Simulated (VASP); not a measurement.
# HgTe (Pmma) in VASP: single point with r2SCAN

Aim: the single point of HgTe with r2SCAN.

Program: VASP 6.6.1. These are calculated values, not measurements. Logs are shortened: lines on timing, memory, paths and dates and some standing lists are left out, and cuts for length are marked.

## Step 1: The cell of the first run

The structure is orthorhombic, space group Pmma (No. 51). The conventional cell has a = 5.957 Å, b = 3.942 Å, c = 6.082 Å, α = 90.00°, β = 90.00°, γ = 90.00°. Within 4.8 Å of Hg (site symmetry mm2) lie 8 Te at 3.62 to 3.65 Å and 4 Hg at 3.75 to 3.94 Å. Within 4.8 Å of Te (site symmetry mm2) lie 8 Hg at 3.62 to 3.65 Å and 4 Te at 3.76 to 3.94 Å.

## Step 2: Single point, r2SCAN

Input file POSCAR:

```
HgTe
1.0
    5.9570428125      0.0000000000      0.0000000000
    0.0000000000      3.9421606847      0.0000000000
    0.0000000000      0.0000000000      6.0821907707
Hg Te
2 2
Direct
    0.7500000000      0.0000000000      0.6870000000
    0.2500000000      0.0000000000      0.3130000000
    0.7500000000      0.5000000000      0.1880000000
    0.2500000000      0.5000000000      0.8120000000
```

Input file INCAR.step1:

```
SYSTEM = HgTe
PREC = Accurate
ENCUT = 520
ISMEAR = 0
SIGMA = 0.1
LREAL = .FALSE.
LASPH = .TRUE.
NELM = 100
NBANDS = 26
GGA = PE
ALGO = Normal
EDIFF = 1E-4
LWAVE = .TRUE.
LCHARG = .FALSE.
```

Input file INCAR.step2:

```
SYSTEM = HgTe
PREC = Accurate
ENCUT = 520
EDIFF = 1E-6
ISMEAR = 0
SIGMA = 0.1
LREAL = .FALSE.
LASPH = .TRUE.
NELM = 100
ALGO = Normal
ISIF = 2
LWAVE = .FALSE.
LCHARG = .FALSE.
METAGGA = R2SCAN
LMIXTAU = .TRUE.
NBANDS = 26
ISTART = 1
```

Input file KPOINTS:

```
Automatic mesh
0
G
  4 4 4
  0 0 0
```

Potentials or basis: VASP PAW PBE potentials, release 64 (Hg, Te).

Run with:

```bash
$ cat potpaw_PBE.64/Hg/POTCAR potpaw_PBE.64/Te/POTCAR > POTCAR
$ cp INCAR.step1 INCAR
$ mpirun -np 1 vasp_std > vasp.out
$ cp INCAR.step2 INCAR
$ mpirun -np 1 vasp_std > vasp.out
```

OUTCAR:

```text
SYSTEM = HgTe
   PREC = Accurate
   ENCUT = 520
   EDIFF = 1E-6
   ISMEAR = 0
   LREAL = .FALSE.
   LASPH = .TRUE.
   NELM = 100
   ISIF = 2
   METAGGA = R2SCAN
   ISTART = 1

 ion  position               nearest neighbor table
   1  0.750  0.000  0.687-   3 3.62   3 3.62   3 3.63   3 3.63   4 3.65   4 3.65   4 3.65   4 3.65
                             2 3.75   2 3.75
   2  0.250  0.000  0.313-   4 3.62   4 3.62   4 3.63   4 3.63   3 3.65   3 3.65   3 3.65   3 3.65
                             1 3.75   1 3.75
   3  0.750  0.500  0.188-   1 3.62   1 3.62   1 3.63   1 3.63   2 3.65   2 3.65   2 3.65   2 3.65

   4  0.250  0.500  0.812-   2 3.62   2 3.62   2 3.63   2 3.63   1 3.65   1 3.65   1 3.65   1 3.65

  LATTYP: Found a simple orthorhombic cell.
 ALAT       =     3.9421606847
 B/A-ratio  =     1.5111111111
 C/A-ratio  =     1.5428571429

  Lattice vectors:

 A1 = (   0.0000000000,  -3.9421606847,   0.0000000000)
 A2 = (   5.9570428125,   0.0000000000,   0.0000000000)
 A3 = (   0.0000000000,   0.0000000000,   6.0821907707)

Analysis of symmetry for initial positions (statically):
=====================================================================
 Subroutine PRICEL returns:
 Original cell was already a primitive cell.

 Routine SETGRP: Setting up the symmetry group for a
 simple orthorhombic supercell.

 Subroutine GETGRP returns: Found  8 space group operations
 (whereof  4 operations were pure point group operations)
 out of a pool of  8 trial point group operations.

The static configuration has the point symmetry C_2h.
 The point group associated with its full space group is D_2h.

Analysis of symmetry for dynamics (positions and initial velocities):
=====================================================================
 Subroutine PRICEL returns:
 Original cell was already a primitive cell.

 Routine SETGRP: Setting up the symmetry group for a
 simple orthorhombic supercell.

 Subroutine GETGRP returns: Found  8 space group operations
 (whereof  4 operations were pure point group operations)
 out of a pool of  8 trial point group operations.

The dynamic configuration has the point symmetry C_2h.
 The point group associated with its full space group is D_2h.

 Subroutine INISYM returns: Found  8 space group operations
 (whereof  4 operations are pure point group operations),
 and found     1 'primitive' translations

[... 93 lines left out ...]
   LNONCOLLINEAR =      F non collinear calculations
   LSORBIT =      F    spin-orbit coupling
   LASPH  =      T    aspherical Exc in radial PAW
   ENCUT  =  520.0 eV  38.22 Ry    6.18 a.u.  11.08  7.33 11.31*2*pi/ulx,y,z
   NELM   =    100;   NELMIN=  2; NELMDL=  0     # of ELM steps
   EDIFF  = 0.1E-05   stopping-criterion for ELM
   LREAL  =      F    real-space projection
   EDIFFG = 0.1E-04   stopping-criterion for IOM
   NSW    =      0    number of steps for IOM
   IBRION =     -1    ionic relax: 0-MD 1-quasi-New 2-CG
   NFREE  =      0    steps in history (QN), initial steepest desc. (CG)
   ISIF   =      2    stress and relaxation
   ISYM   =      2    0-nonsym 1-usesym 2-fastsym
   POTIM  = 0.5000    time-step for ionic-motion
   TEBEG  =    0.0;   TEEND  =   0.0 temperature during run
   PSTRESS=    0.0 pullay stress
   NELECT =      36.0000    total number of electrons
   NUPDOWN=      -1.0000    fix difference up-down
   EMIN   =  10.00;   EMAX   =-10.00  energy-range for DOS
   EFERMI =   0.00;   METHOD = LEGACY
   ISMEAR =     0;   SIGMA  =   0.10  broadening in eV -4-tet -1-fermi 0-gaus
   EFERMI_NEDOS =   21; number of points for ismear=-14 and -15
   IALGO  =     38    algorithm
   IMIX   =      4    mixing-type and parameters
     AMIX     =   0.40;   BMIX     =  1.00
     AMIX_MAG =   1.60;   BMIX_MAG =  1.00
  volume/ion in A,a.u.               =      35.71       240.97
  Fermi-wavevector in a.u.,A,eV,Ry     =   1.034111  1.954187 14.549884  1.069386
  Thomas-Fermi vector in A             =   2.168391
   LORBIT       =      0    0 simple, 1 ext, 2 COOP (PROOUT), +10 PAW based schemes
   METAGGA = R2SCAN    functional components
   LHFCALC =     F    Hartree Fock is set to
   AEXX    =    0.0000 exact exchange contribution
   IVDW    =     0    specifies the selected vdW correction
   LEPSILON=     F    determine dielectric tensor
   LRPA    =     F    only Hartree local field effects (RPA)
 non-spin polarized calculation
 Gauss-broadening in eV      SIGMA  =   0.10
  energy-cutoff  :      520.00
  volume of cell :      142.83
 maximum number of plane-waves:      3875
 NGX is ok and might be reduce to    48
   NGX = 23   NGY = 15   NGZ = 23

 number of electron      36.0000000 magnetization

 Free energy of the ion-electron system (eV)
  ---------------------------------------------------
  ext. energy  EPLUGINS =         0.00000000
  ---------------------------------------------------
  free energy    TOTEN  =      -147.65804168 eV

  energy without entropy =     -147.63436562  energy(sigma->0) =     -147.64620365

 E-fermi :   1.9857     XC(G=0):  -9.3457

 val. band max:        1.9662120441   @ k =   0.5000   0.2500   0.5000
 cond. band min:       2.0118586024   @ k =   0.2500   0.2500   0.2500
 fundamental gap:      0.0456465583
 Fermi energy:         1.9856975165

 k-point     1 :       0.0000    0.0000    0.0000
  band No.  band energies     occupation
      1      -9.3971      2.00000
      2      -8.4958      2.00000
      3      -4.0362      2.00000
      4      -4.0088      2.00000
      5      -3.9329      2.00000
      6      -3.8116      2.00000
[... 685 lines left out ...]
     25       8.5340      0.00000
     26       8.5340      0.00000

 [... further k-points ...]
[... 5 lines left out ...]
  --------------------------------------------------------------------------------------
  -------------------------------------------------------------------------------------
  Total       -4.4952280     -7.3836979     -4.0853343      0.0000000      0.0000000     -0.0000000
  in kB      -50.4239924    -82.8246135    -45.8261216      0.0000000      0.0000000     -0.0000000
  external PRESSURE =     -59.6915758 kB  Pullay stress =       0.0000000 kB

 VOLUME and BASIS-vectors are now :
 -----------------------------------------------------------------------------
  energy-cutoff  :      520.00
  volume of cell :      142.83
      direct lattice vectors                 reciprocal lattice vectors
     5.957042813  0.000000000  0.000000000     0.167868527  0.000000000  0.000000000
     0.000000000  3.942160685  0.000000000     0.000000000  0.253667996  0.000000000
     0.000000000  0.000000000  6.082190771     0.000000000  0.000000000  0.164414442

 POSITION                                       TOTAL-FORCE (eV/Angst)
 -----------------------------------------------------------------------------------
      4.46778      0.00000      4.17847         0.000000      0.000000     -0.014302
      1.48926      0.00000      1.90373         0.000000     -0.000000      0.014302
      4.46778      1.97108      1.14345         0.000000      0.000000      0.083435
      1.48926      1.97108      4.93874        -0.000000      0.000000     -0.083435
 -----------------------------------------------------------------------------------
    total drift:                                0.000000      0.000000     -0.000000

  FREE ENERGIE OF THE ION-ELECTRON SYSTEM (eV)
  ---------------------------------------------------
  free  energy   TOTEN  =      -147.6580416831 eV

  energy  without entropy=     -147.6343656219  energy(sigma->0) =     -147.64620365
```

OUTCAR.step1:

```text
SYSTEM = HgTe
   PREC = Accurate
   ENCUT = 520
   ISMEAR = 0
   LREAL = .FALSE.
   LASPH = .TRUE.
   NELM = 100
[... 931 lines left out ...]
      1.48926      0.00000      1.90373         0.000000     -0.000000     -0.000295
      4.46778      1.97108      1.14345        -0.000000      0.000000      0.009862
      1.48926      1.97108      4.93874        -0.000000      0.000000     -0.009862
 -----------------------------------------------------------------------------------
    total drift:                                0.000000      0.000000     -0.000000

  FREE ENERGIE OF THE ION-ELECTRON SYSTEM (eV)
  ---------------------------------------------------
  free  energy   TOTEN  =        -5.0457962560 eV

  energy  without entropy=       -5.0235799378  energy(sigma->0) =       -5.03468810
```

OSZICAR.step1:

```text
N       E                     dE             d eps       ncg     rms          rms(c)
DAV:   1     0.219813530313E+03    0.21981E+03   -0.15296E+04  1404   0.119E+03
DAV:   2     0.642874575400E+01   -0.21338E+03   -0.20412E+03  1556   0.266E+02
DAV:   3    -0.500588827442E+01   -0.11435E+02   -0.11277E+02  1624   0.606E+01
DAV:   4    -0.514078638869E+01   -0.13490E+00   -0.13467E+00  1670   0.594E+00
DAV:   5    -0.514245316817E+01   -0.16668E-02   -0.16668E-02  1638   0.652E-01    0.475E+00
DAV:   6    -0.504699977199E+01    0.95453E-01   -0.28018E-01  1498   0.396E+00    0.348E+00
DAV:   7    -0.504509937588E+01    0.19004E-02   -0.34643E-02  1514   0.986E-01    0.147E+00
DAV:   8    -0.504555803352E+01   -0.45866E-03   -0.57203E-03  1454   0.516E-01    0.255E-01
DAV:   9    -0.504575269691E+01   -0.19466E-03   -0.32556E-04  1406   0.106E-01    0.155E-01
DAV:  10    -0.504579625600E+01   -0.43559E-04   -0.20694E-04  1232   0.941E-02
   1 F= -.50457963E+01 E0= -.50346881E+01  d E =-.222163E-01
```

Wall time 13 min (1 thread of AMD EPYC 7R13, shared host); peak memory 0.3 GiB.

Results:

```
Free energy            : -147.6580 eV
Pressure               : -6.0 GPa
Largest force          : 0.083 eV/Å
Band gap on the k mesh : zero (band 18 reaches 2.57 eV, above the bottom of band 19 at 1.41 eV)
```

Forces on the atoms (eV/Å):
```
Hg   0.000  0.000 -0.014
Hg   0.000  0.000  0.014
Te   0.000  0.000  0.083
Te   0.000  0.000 -0.083
```

Caveat: the k points lie up to 0.40 Å⁻¹ apart; the PAW data sets were made with another functional, which shifts forces and pressure a little; spin-orbit coupling is left out, which moves the levels of the heavy elements.
